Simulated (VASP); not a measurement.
# Au (Fm-3m) in VASP: single point with PBE

Aim: the single point of Au with PBE.

Program: VASP 6.6.1. These are calculated values, not measurements. Logs are shortened: lines on timing, memory, paths and dates and some standing lists are left out, and cuts for length are marked.

**1. The cell of the first run**

The structure is cubic, space group Fm-3m (No. 225). Conventional cell: a = 4.158 Å, b = 4.158 Å, c = 4.158 Å, α = 90.00°, β = 90.00°, γ = 90.00°. Within 3.9 Å of Au (site symmetry m-3m) lie 12 Au at 2.94 Å.

**2. Single point, PBE**

The input, INCAR:

```
SYSTEM = Au
PREC = Accurate
ENCUT = 520
EDIFF = 1E-6
ISMEAR = 0
SIGMA = 0.1
LREAL = .False.
LASPH = .True.
NELM = 80
ALGO = Fast
ISIF = 2
LWAVE = .False.
LCHARG = .False.
GGA = PE
NBANDS = 12
```

The input, KPOINTS:

```
Automatic mesh
0
Gamma
  34 34 34
  0 0 0
```

The input, POSCAR:

```
Au
1.0
    0.0000000000      2.0788365844      2.0788365844
    2.0788365844      0.0000000000      2.0788365844
    2.0788365844      2.0788365844      0.0000000000
Au
1
Direct
    0.0000000000      0.0000000000      0.0000000000
```

Potentials or basis: VASP PAW PBE potentials, release 64 (Au).

On the command line:

```
$ cat potpaw_PBE.64/Au/POTCAR > POTCAR
$ mpirun -np 1 vasp_std > vasp.out
```

OUTCAR:

```text
SYSTEM = Au
   PREC = Accurate
   ENCUT = 520
   EDIFF = 1E-6
   ISMEAR = 0
   LREAL = .False.
   LASPH = .True.
   NELM = 80
   ISIF = 2
   GGA = PE

 ion  position               nearest neighbor table
   1  0.000  0.000  0.000-

  LATTYP: Found a face centered cubic cell.
 ALAT       =     4.1576731688

  Lattice vectors:

 A1 = (   0.0000000000,   2.0788365844,   2.0788365844)
 A2 = (   2.0788365844,   0.0000000000,   2.0788365844)
 A3 = (   2.0788365844,   2.0788365844,   0.0000000000)

Analysis of symmetry for initial positions (statically):
=====================================================================
 Subroutine PRICEL returns:
 Original cell was already a primitive cell.

 Routine SETGRP: Setting up the symmetry group for a
 face centered cubic supercell.

 Subroutine GETGRP returns: Found 48 space group operations
[... 9 lines left out ...]

 Routine SETGRP: Setting up the symmetry group for a
 face centered cubic supercell.

 Subroutine GETGRP returns: Found 48 space group operations
[... 11 lines left out ...]
                                     Primitive cell

  volume of cell :      17.9676

  direct lattice vectors                    reciprocal lattice vectors
     0.000000000  2.078836584  2.078836584    -0.240519146  0.240519146  0.240519146
     2.078836584  0.000000000  2.078836584     0.240519146 -0.240519146  0.240519146
     2.078836584  2.078836584  0.000000000     0.240519146  0.240519146 -0.240519146

  length of vectors
     2.939918892  2.939918892  2.939918892     0.416591381  0.416591381  0.416591381

  position of ions in fractional coordinates (direct lattice)
     0.000000000  0.000000000  0.000000000

  ion indices of the primitive-cell ions
   primitive index   ion index
                 1           1

----------------------------------------------------------------------------------------

 KPOINTS: Automatic mesh

Automatic generation of k-mesh.
 Grid dimensions read from file:
 generate k-points for:   34   34   34

 Generating k-lattice:

  Cartesian coordinates                     Fractional coordinates (reciprocal lattice)
    -0.007074093  0.007074093  0.007074093     0.029411765  0.000000000  0.000000000
     0.007074093 -0.007074093  0.007074093     0.000000000  0.029411765  0.000000000
     0.007074093  0.007074093 -0.007074093     0.000000000  0.000000000  0.029411765

  Length of vectors
     0.012252688  0.012252688  0.012252688

  Shift w.r.t. Gamma in fractional coordinates (k-lattice)
     0.000000000  0.000000000  0.000000000

 Subroutine IBZKPT returns following result:
 ===========================================

 Found   1059 irreducible k-points:

 Following reciprocal coordinates:
            Coordinates               Weight
  0.000000  0.000000  0.000000      1.000000
  0.029412  0.000000  0.000000      8.000000
  0.058824  0.000000  0.000000      8.000000
  0.088235  0.000000  0.000000      8.000000
  0.117647  0.000000  0.000000      8.000000
  0.147059  0.000000  0.000000      8.000000
[... 16 lines left out ...]
  0.147059  0.029412  0.000000     24.000000
  0.176471  0.029412  0.000000     24.000000
 [... further k-points ...]
   k-points           NKPTS =   1059   k-points in BZ     NKDIM =   1059   number of bands    NBANDS=     12
   number of dos      NEDOS =    301   number of ions     NIONS =      1
   total plane-waves  NPLWV =  13824
   dimension x,y,z NGX =    24 NGY =   24 NGZ =   24
   dimension x,y,z NGXF=    48 NGYF=   48 NGZF=   48
   ions per type =               1
   NGX,Y,Z   is equivalent  to a cutoff of  13.57, 13.57, 13.57 a.u.
   NGXF,Y,Z  is equivalent  to a cutoff of  27.14, 27.14, 27.14 a.u.
 SYSTEM =  Au
   PREC   = accura    normal or accurate (medium, high low for compatibility)
   ISTART =      0    job   : 0-new  1-cont  2-samecut
   ICHARG =      2    charge: 1-file 2-atom 10-const
   ISPIN  =      1    spin polarized calculation?
   LNONCOLLINEAR =      F non collinear calculations
   LSORBIT =      F    spin-orbit coupling
   LASPH  =      T    aspherical Exc in radial PAW
   ENCUT  =  520.0 eV  38.22 Ry    6.18 a.u.   5.47  5.47  5.47*2*pi/ulx,y,z
   NELM   =     80;   NELMIN=  2; NELMDL= -5     # of ELM steps
   EDIFF  = 0.1E-05   stopping-criterion for ELM
   LREAL  =      F    real-space projection
   EDIFFG = 0.1E-04   stopping-criterion for IOM
   NSW    =      0    number of steps for IOM
   IBRION =     -1    ionic relax: 0-MD 1-quasi-New 2-CG
   NFREE  =      0    steps in history (QN), initial steepest desc. (CG)
   ISIF   =      2    stress and relaxation
   ISYM   =      2    0-nonsym 1-usesym 2-fastsym
   POTIM  = 0.5000    time-step for ionic-motion
   TEBEG  =    0.0;   TEEND  =   0.0 temperature during run
   PSTRESS=    0.0 pullay stress
   NELECT =      11.0000    total number of electrons
   NUPDOWN=      -1.0000    fix difference up-down
   EMIN   =  10.00;   EMAX   =-10.00  energy-range for DOS
   EFERMI =   0.00;   METHOD = LEGACY
   ISMEAR =     0;   SIGMA  =   0.10  broadening in eV -4-tet -1-fermi 0-gaus
   EFERMI_NEDOS =   21; number of points for ismear=-14 and -15
   IALGO  =     68    algorithm
   IMIX   =      4    mixing-type and parameters
     AMIX     =   0.40;   BMIX     =  1.00
     AMIX_MAG =   1.60;   BMIX_MAG =  1.00
  volume/ion in A,a.u.               =      17.97       121.25
  Fermi-wavevector in a.u.,A,eV,Ry     =   1.390087  2.626884 26.291115  1.932342
  Thomas-Fermi vector in A             =   2.514056
   LORBIT       =      0    0 simple, 1 ext, 2 COOP (PROOUT), +10 PAW based schemes
   GGA     = PE    functional components
   LHFCALC =     F    Hartree Fock is set to
   AEXX    =    0.0000 exact exchange contribution
   IVDW    =     0    specifies the selected vdW correction
   LEPSILON=     F    determine dielectric tensor
   LRPA    =     F    only Hartree local field effects (RPA)
 non-spin polarized calculation
 RMM-DIIS sequential band-by-band and
 Gauss-broadening in eV      SIGMA  =   0.10
  energy-cutoff  :      520.00
  volume of cell :       17.97
 maximum number of plane-waves:       531
 NGX is ok and might be reduce to    24
   NGX = 11   NGY = 11   NGZ = 11

 number of electron      11.0000002 magnetization

 Free energy of the ion-electron system (eV)
  ---------------------------------------------------
  ext. energy  EPLUGINS =         0.00000000
  ---------------------------------------------------
  free energy    TOTEN  =        -3.22141008 eV

  energy without entropy =       -3.22005682  energy(sigma->0) =       -3.22073345

 E-fermi :   8.6481     XC(G=0): -12.4019

 val. band max:        8.6461404419   @ k =  -0.4412   0.0882   0.0000
 cond. band min:       8.6581423282   @ k =   0.5000   0.2647   0.0882
 fundamental gap:      0.0120018862
 Fermi energy:         8.6480715425

 k-point     1 :       0.0000    0.0000    0.0000
  band No.  band energies     occupation
      1      -0.6922      2.00000
      2       4.1974      2.00000
      3       4.1974      2.00000
      4       4.1974      2.00000
      5       5.5760      2.00000
      6       5.5760      2.00000
      7      23.1980      0.00000
      8      26.8926      0.00000
      9      26.8926      0.00000
     10      26.8926      0.00000
     11      31.6326      0.00000
     12      35.7142      0.00000

 k-point     2 :       0.0294    0.0000    0.0000
  band No.  band energies     occupation
      1      -0.6632      2.00000
      2       4.1882      2.00000
      3       4.2072      2.00000
      4       4.2072      2.00000
      5       5.5716      2.00000
      6       5.5716      2.00000
      7      23.2307      0.00000
      8      26.6707      0.00000
      9      26.9243      0.00000
     10      26.9243      0.00000
     11      31.8288      0.00000
     12      35.1920      0.00000

 k-point     3 :       0.0588    0.0000    0.0000
  band No.  band energies     occupation
      1      -0.5769      2.00000
      2       4.1620      2.00000
      3       4.2359      2.00000
      4       4.2359      2.00000
      5       5.5592      2.00000
      6       5.5592      2.00000
      7      23.3227      0.00000
      8      26.1000      0.00000
      9      27.0176      0.00000
     10      27.0176      0.00000
     11      32.2347      0.00000
     12      34.4039      0.00000

 k-point     4 :       0.0882    0.0000    0.0000
  band No.  band energies     occupation
      1      -0.4351      2.00000
      2       4.1220      2.00000
      3       4.2801      2.00000
      4       4.2801      2.00000
      5       5.5425      2.00000
      6       5.5425      2.00000
      7      23.4502      0.00000
      8      25.3426      0.00000
      9      27.1670      0.00000
     10      27.1670      0.00000
     11      32.2346      0.00000
     12      34.2575      0.00000

 k-point     5 :       0.1176    0.0000    0.0000
  band No.  band energies     occupation
      1      -0.2411      2.00000
      2       4.0744      2.00000
      3       4.3343      2.00000
      4       4.3343      2.00000
      5       5.5276      2.00000
      6       5.5276      2.00000
      7      23.5189      0.00000
      8      24.5631      0.00000
      9      27.3619      0.00000
     10      27.3619      0.00000
     11      31.5958      0.00000
     12      33.7076      0.00000
[... 228 lines left out ...]
      1      -0.4629      2.00000
      2       4.1165      2.00000
      3       4.2758      2.00000
      4       4.2822      2.00000
      5       5.5018      2.00000
      6       5.5870      2.00000
      7      23.4362      0.00000
      8      25.5996      0.00000
      9      26.9112      0.00000
     10      27.1842      0.00000
     11      32.4208      0.00000
     12      34.1354      0.00000

 k-point    22 :       0.1176    0.0294    0.0000
  band No.  band energies     occupation
      1      -0.2861      2.00000
      2       4.0702      2.00000
      3       4.3267      2.00000
      4       4.3352      2.00000
      5       5.4719      2.00000
      6       5.5847      2.00000
      7      23.5478      0.00000
      8      24.8065      0.00000
      9      27.0050      0.00000
     10      27.4442      0.00000
     11      31.8295      0.00000
     12      33.5939      0.00000

 k-point    23 :       0.1471    0.0294    0.0000
  band No.  band energies     occupation
      1      -0.0606      2.00000
      2       4.0215      2.00000
      3       4.3832      2.00000
      4       4.3914      2.00000
      5       5.4505      2.00000
      6       5.5897      2.00000
      7      23.3555      0.00000
      8      24.2443      0.00000
      9      27.1235      0.00000
     10      27.7487      0.00000
     11      31.0372      0.00000
     12      32.9991      0.00000

 k-point    24 :       0.1765    0.0294    0.0000
  band No.  band energies     occupation
      1       0.2061      2.00000
      2       3.9810      2.00000
      3       4.4342      2.00000
      4       4.4408      2.00000
      5       5.4496      2.00000
      6       5.6116      2.00000
      7      22.5330      0.00000
      8      24.2234      0.00000
      9      27.2399      0.00000
     10      28.0840      0.00000
     11      30.3343      0.00000
     12      32.4604      0.00000

 [... further k-points ...]
[... 5 lines left out ...]
  --------------------------------------------------------------------------------------
  -------------------------------------------------------------------------------------
  Total       -0.0194475     -0.0194475     -0.0194475      0.0000000     -0.0000000      0.0000000
  in kB       -1.7341346     -1.7341346     -1.7341346      0.0000000     -0.0000000      0.0000000
  external PRESSURE =      -1.7341346 kB  Pullay stress =       0.0000000 kB

 VOLUME and BASIS-vectors are now :
 -----------------------------------------------------------------------------
  energy-cutoff  :      520.00
  volume of cell :       17.97
      direct lattice vectors                 reciprocal lattice vectors
     0.000000000  2.078836584  2.078836584    -0.240519146  0.240519146  0.240519146
     2.078836584  0.000000000  2.078836584     0.240519146 -0.240519146  0.240519146
     2.078836584  2.078836584  0.000000000     0.240519146  0.240519146 -0.240519146

 POSITION                                       TOTAL-FORCE (eV/Angst)
 -----------------------------------------------------------------------------------
      0.00000      0.00000      0.00000         0.000000      0.000000      0.000000
 -----------------------------------------------------------------------------------
    total drift:                               -0.000000      0.000000      0.000000

  FREE ENERGIE OF THE ION-ELECTRON SYSTEM (eV)
  ---------------------------------------------------
  free  energy   TOTEN  =        -3.2214100848 eV

  energy  without entropy=       -3.2200568192  energy(sigma->0) =       -3.22073345
```

Run time: 2.2 min. Hardware: 1 thread of Intel Xeon Platinum 8259CL at 2.50GHz (Skylake/Cascade Lake), shared host; peak memory 0.34 GiB.

Results:

| Item | Value |
| --- | --- |
| Free energy | -3.2214 eV |
| Pressure | -0.2 GPa |

Levels at points of the mesh, in eV from the Fermi level:
| k point | band 4 | band 5 | band 6 | band 7 | band 8 | band 9 |
| --- | --- | --- | --- | --- | --- | --- |
| (0.00, 0.00, 0.00) | -4.45 | -3.07 | -3.07 | 14.55 | 18.24 | 18.24 |
| (0.50, 0.00, 0.00) | -1.98 | -1.98 | -0.75 | 2.76 | 13.99 | 16.70 |
| (0.50, 0.50, 0.00) | -1.69 | -1.69 | 1.14 | 5.32 | 9.83 | 9.83 |

Caveat: spin-orbit coupling is left out, which moves the levels of the heavy elements.
